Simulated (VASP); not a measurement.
# AlN (Fm-3m) in VASP: single point with PBE

Aim: the single point of AlN with PBE.

Everything below comes from runs of VASP 6.6.1. Logs are shortened: lines on timing, memory, paths and dates and some standing lists are left out, and cuts for length are marked.

## 1. The cell of the first run

Symmetry: Fm-3m, No. 225, cubic system. Conventional cell: a = 4.007 Å, b = 4.007 Å, c = 4.007 Å, α = 90.00°, β = 90.00°, γ = 90.00°. N (site symmetry m-3m) has 6 Al at 2.00 Å within 2.7 Å. Within 2.7 Å of Al (site symmetry m-3m) lie 6 N at 2.00 Å.

## 2. Single point, PBE, non-collinear spin, zero start, spin-orbit coupling

Contents of INCAR:

```
PREC     = Accurate       # precision mode
ENCUT    = 520            # plane-wave cutoff, eV
EDIFF    = 1E-7           # SCF threshold, eV
ISMEAR   = -1             # smearing method
SIGMA    = 0.1206         # smearing width, eV
LREAL    = F              # projectors in reciprocal space
LASPH    = T              # aspherical terms in the spheres
NELM     = 150            # most SCF steps
ALGO     = Normal         # electronic algorithm
ISIF     = 2              # what is computed and relaxed
LWAVE    = F              # write WAVECAR
LCHARG   = T              # write CHGCAR
MAGMOM   = 0 0 0 0 0 0    # initial moments
LORBIT   = 11             # projections on sites
LSORBIT  = T              # spin-orbit coupling
GGA_COMPAT= F            
LORBMOM  = T            
GGA      = PE             # functional
LVHAR    = T            
NBANDS   = 20             # bands
```

Contents of KPOINTS:

```
regular mesh
0
Gamma
  12 12 12
```

Contents of POSCAR:

```
AlN
1.0
    0.0000000000      2.0036396700      2.0036396700
    2.0036396700      0.0000000000      2.0036396700
    2.0036396700      2.0036396700      0.0000000000
N Al
1 1
Direct
    0.5000000000      0.5000000000      0.5000000000
    0.0000000000      0.0000000000      0.0000000000
```

Potentials or basis: VASP PAW PBE potentials, release 64 (N, Al).

The run is started by

```
> cat potpaw_PBE.64/N/POTCAR potpaw_PBE.64/Al/POTCAR > POTCAR
> mpirun -np 1 vasp_ncl > vasp.out
```

OUTCAR:

```text
PREC = Accurate
   ENCUT = 520
   EDIFF = 1E-7
   ISMEAR = -1
   LREAL = F
   LASPH = T
   NELM = 150
   ISIF = 2
   LORBIT = 11
   LSORBIT = T
   GGA = PE

 ion  position               nearest neighbor table
   1  0.500  0.500  0.500-   2 2.00   2 2.00   2 2.00   2 2.00   2 2.00   2 2.00
   2  0.000  0.000  0.000-   1 2.00   1 2.00   1 2.00   1 2.00   1 2.00   1 2.00

  LATTYP: Found a face centered cubic cell.
 ALAT       =     4.0072793400

  Lattice vectors:

 A1 = (   0.0000000000,   2.0036396700,   2.0036396700)
 A2 = (   2.0036396700,   0.0000000000,   2.0036396700)
 A3 = (   2.0036396700,   2.0036396700,   0.0000000000)

Analysis of symmetry for initial positions (statically):
=====================================================================
 Subroutine PRICEL returns:
 Original cell was already a primitive cell.

 Routine SETGRP: Setting up the symmetry group for a
 face centered cubic supercell.

 Subroutine GETGRP returns: Found 48 space group operations
 (whereof 48 operations were pure point group operations)
 out of a pool of 48 trial point group operations.

The static configuration has the point symmetry O_h .

Analysis of symmetry for dynamics (positions and initial velocities):
=====================================================================
 Subroutine PRICEL returns:
 Original cell was already a primitive cell.

 Routine SETGRP: Setting up the symmetry group for a
 face centered cubic supercell.

 Subroutine GETGRP returns: Found 48 space group operations
 (whereof 48 operations were pure point group operations)
 out of a pool of 48 trial point group operations.

The dynamic configuration has the point symmetry O_h .

Analysis of structural, dynamic, and magnetic symmetry:
=====================================================================
 Subroutine PRICEL returns:
 Original cell was already a primitive cell.

 Routine SETGRP: Setting up the symmetry group for a
 face centered cubic supercell.

 Subroutine GETGRP returns: Found 48 space group operations
 (whereof 48 operations were pure point group operations)
 out of a pool of 48 trial point group operations.

The overall configuration has the point symmetry O_h .

 Subroutine INISYM returns: Found 48 space group operations
 (whereof 48 operations are pure point group operations),
 and found     1 'primitive' translations

----------------------------------------------------------------------------------------

                                     Primitive cell

  volume of cell :      16.0875

  direct lattice vectors                    reciprocal lattice vectors
     0.000000000  2.003639670  2.003639670    -0.249545868  0.249545868  0.249545868
     2.003639670  0.000000000  2.003639670     0.249545868 -0.249545868  0.249545868
     2.003639670  2.003639670  0.000000000     0.249545868  0.249545868 -0.249545868

  length of vectors
     2.833574395  2.833574395  2.833574395     0.432226122  0.432226122  0.432226122

  position of ions in fractional coordinates (direct lattice)
     0.500000000  0.500000000  0.500000000
     0.000000000  0.000000000  0.000000000

  ion indices of the primitive-cell ions
   primitive index   ion index
                 1           1
                 2           2

----------------------------------------------------------------------------------------

 KPOINTS: regular mesh

Automatic generation of k-mesh.
 Grid dimensions read from file:
 generate k-points for:   12   12   12

 Generating k-lattice:

  Cartesian coordinates                     Fractional coordinates (reciprocal lattice)
    -0.020795489  0.020795489  0.020795489     0.083333333  0.000000000  0.000000000
     0.020795489 -0.020795489  0.020795489     0.000000000  0.083333333  0.000000000
     0.020795489  0.020795489 -0.020795489     0.000000000  0.000000000  0.083333333
[... 86 lines left out ...]
   LEPSILON=     F    determine dielectric tensor
   LRPA    =     F    only Hartree local field effects (RPA)
  energy-cutoff  :      520.00
  volume of cell :       16.09
 maximum number of plane-waves:       896
 NGX is ok and might be reduce to    24
   NGX = 11   NGY = 11   NGZ = 11

 number of electron       8.0000000 magnetization       0.0000000      0.0000000      0.0000000

 number of electron       7.9999999 magnetization      -0.0000000     -0.0000000     -0.0000000

 number of electron       7.9999999 magnetization       0.0000000     -0.0000000     -0.0000000

 number of electron       7.9999999 magnetization      -0.0000000      0.0000000      0.0000000

 Free energy of the ion-electron system (eV)
  ---------------------------------------------------
  ext. energy  EPLUGINS =         0.00000000
  ---------------------------------------------------
  free energy    TOTEN  =       -14.51666824 eV

  energy without entropy =      -14.51666824  energy(sigma->0) =      -14.51666824

 E-fermi :  12.7882     XC(G=0): -12.4115

 val. band max:       10.3229659125   @ k =   0.0000   0.0000   0.0000
 cond. band min:      15.1826845758   @ k =   0.5000   0.5000   0.0000
 fundamental gap:      4.8597186633
 Fermi energy:        12.7882385055

 k-point     1 :       0.0000    0.0000    0.0000
  band No.  band energies     occupation
      1      -7.4837      1.00000
      2      -7.4837      1.00000
      3      10.2983      1.00000
      4      10.2983      1.00000
      5      10.3230      1.00000
      6      10.3230      1.00000
[... 541 lines left out ...]
     19      30.4368      0.00000
     20      30.4368      0.00000

 [... further k-points ...]
[... 5 lines left out ...]
  --------------------------------------------------------------------------------------
  -------------------------------------------------------------------------------------
  Total        1.2737872      1.2737872      1.2737872      0.0000000     -0.0000000      0.0000000
  in kB      126.8582200    126.8582200    126.8582200      0.0000000     -0.0000000      0.0000000
  external PRESSURE =     126.8582200 kB  Pullay stress =       0.0000000 kB

 VOLUME and BASIS-vectors are now :
 -----------------------------------------------------------------------------
  energy-cutoff  :      520.00
  volume of cell :       16.09
      direct lattice vectors                 reciprocal lattice vectors
     0.000000000  2.003639670  2.003639670    -0.249545868  0.249545868  0.249545868
     2.003639670  0.000000000  2.003639670     0.249545868 -0.249545868  0.249545868
     2.003639670  2.003639670  0.000000000     0.249545868  0.249545868 -0.249545868

 POSITION                                       TOTAL-FORCE (eV/Angst)
 -----------------------------------------------------------------------------------
      2.00364      2.00364      2.00364        -0.000000      0.000000     -0.000000
      0.00000      0.00000      0.00000         0.000000     -0.000000      0.000000
 -----------------------------------------------------------------------------------
    total drift:                               -0.000000     -0.000000     -0.000000

  FREE ENERGIE OF THE ION-ELECTRON SYSTEM (eV)
  ---------------------------------------------------
  free  energy   TOTEN  =       -14.5166682402 eV

  energy  without entropy=      -14.5166682401  energy(sigma->0) =      -14.51666824

 orbital moment (x)

 # of ion     p       tot
 --------------------------------
  1         0.000   0.000
  2         0.000   0.000
 --------------------------------
            0.000   0.000

 orbital moment (y)

 # of ion     p       tot
 --------------------------------
  1         0.000   0.000
  2         0.000   0.000
 --------------------------------
            0.000   0.000

 orbital moment (z)

 # of ion     p       tot
 --------------------------------
  1        -0.000  -0.000
  2        -0.000  -0.000
 --------------------------------
           -0.000  -0.000

 Spin-Orbit-Coupling matrix elements

 Ion:    1  E_soc:     -0.0000506
 l=   1
     0.0000000    -0.0000084    -0.0000084
    -0.0000084     0.0000000    -0.0000084
    -0.0000084    -0.0000084     0.0000000
 l=   2
     0.0000000     0.0000000     0.0000000     0.0000000     0.0000000
     0.0000000     0.0000000     0.0000000     0.0000000     0.0000000
     0.0000000     0.0000000     0.0000000     0.0000000     0.0000000
     0.0000000     0.0000000     0.0000000     0.0000000     0.0000000
     0.0000000     0.0000000     0.0000000     0.0000000     0.0000000
 l=   3
     0.0000000     0.0000000     0.0000000     0.0000000     0.0000000     0.0000000     0.0000000
     0.0000000     0.0000000     0.0000000     0.0000000     0.0000000     0.0000000     0.0000000
     0.0000000     0.0000000     0.0000000     0.0000000     0.0000000     0.0000000     0.0000000
     0.0000000     0.0000000     0.0000000     0.0000000     0.0000000     0.0000000     0.0000000
     0.0000000     0.0000000     0.0000000     0.0000000     0.0000000     0.0000000     0.0000000
     0.0000000     0.0000000     0.0000000     0.0000000     0.0000000     0.0000000     0.0000000
     0.0000000     0.0000000     0.0000000     0.0000000     0.0000000     0.0000000     0.0000000

 Ion:    2  E_soc:     -0.0000923
 l=   1
     0.0000000    -0.0000154    -0.0000154
    -0.0000154     0.0000000    -0.0000154
    -0.0000154    -0.0000154     0.0000000
 l=   2
     0.0000000     0.0000000     0.0000000     0.0000000     0.0000000
     0.0000000     0.0000000     0.0000000     0.0000000     0.0000000
     0.0000000     0.0000000     0.0000000     0.0000000     0.0000000
     0.0000000     0.0000000     0.0000000     0.0000000     0.0000000
     0.0000000     0.0000000     0.0000000     0.0000000     0.0000000
 l=   3
     0.0000000     0.0000000     0.0000000     0.0000000     0.0000000     0.0000000     0.0000000
     0.0000000     0.0000000     0.0000000     0.0000000     0.0000000     0.0000000     0.0000000
     0.0000000     0.0000000     0.0000000     0.0000000     0.0000000     0.0000000     0.0000000
     0.0000000     0.0000000     0.0000000     0.0000000     0.0000000     0.0000000     0.0000000
     0.0000000     0.0000000     0.0000000     0.0000000     0.0000000     0.0000000     0.0000000
     0.0000000     0.0000000     0.0000000     0.0000000     0.0000000     0.0000000     0.0000000
     0.0000000     0.0000000     0.0000000     0.0000000     0.0000000     0.0000000     0.0000000

 total charge

# of ion       s       p       d       tot
------------------------------------------
    1        1.221   2.679   0.000   3.899
    2        0.321   0.419   0.000   0.740
--------------------------------------------------
tot          1.541   3.098   0.000   4.639

 magnetization (x)

# of ion       s       p       d       tot
------------------------------------------
    1        0.000   0.000   0.000   0.000
    2        0.000  -0.000   0.000  -0.000
--------------------------------------------------
tot          0.000   0.000   0.000   0.000

 magnetization (y)

# of ion       s       p       d       tot
------------------------------------------
    1        0.000   0.000   0.000   0.000
    2        0.000  -0.000   0.000  -0.000
--------------------------------------------------
tot          0.000  -0.000   0.000  -0.000

 magnetization (z)

# of ion       s       p       d       tot
------------------------------------------
    1       -0.000   0.000   0.000   0.000
    2        0.000   0.000   0.000   0.000
--------------------------------------------------
tot         -0.000   0.000   0.000   0.000
```

It took 99 s on 1 thread of Intel Xeon 8259CL, shared host; peak memory 0.2 GiB.

What came out:

```yaml
Free_energy: -14.5167 eV
Pressure: 12.7 GPa
Net_moment: 0.00 μB per cell
Valence_electrons_inside_the_program's_atomic_spheres: N 3.90; Al 0.74
```

Moments on the atoms (μB; x, y, z):
```
N   0.00 0.00 0.00
Al  0.00 0.00 0.00
```
